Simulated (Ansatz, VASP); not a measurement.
One calculation of Pd, two programs

```xyz
1
Lattice="0.0000 2.0032 1.9449 2.0032 0.0000 1.9449 2.0032 2.0032 0.0000" Properties=species:S:1:pos:R:3 pbc="T T T"
Pd    0.0000    0.0000    0.0000
```

Change from the starting cell: equal xx and yy strain of +3 %, PAW files.

Alike in both runs: task electric field gradients; functional PBE; k mesh 18 × 18 × 18; occupations fermi-dirac, width 0.05 eV; no spin polarisation.

|  | VASP | Ansatz |
| --- | --- | --- |
| version | VASP 6.6.1 | Ansatz 0.2.0 |
| potentials or method | VASP PAW PBE potentials, release 64 (Pd) | PAW with Ansatz's default frozen-core files, scalar-relativistic |
| plane-wave cutoff (eV) | 520 | 420 |
| valence electrons in the cell | 10 | 18 |

```tsv
	VASP	Ansatz	Ansatz less VASP
pressure (GPa)	-3.2	-2.9	+0.27
traceless stress, the component that is largest in VASP (GPa)	0.80	0.81	+0.007
size of Vzz on the site where it differs most (V/Å²)	4.2	5.7	+1.52
```

VASP's potentials hold 10 valence electrons a cell and Ansatz's 18, so a difference there can come from the potentials and not from the codes.
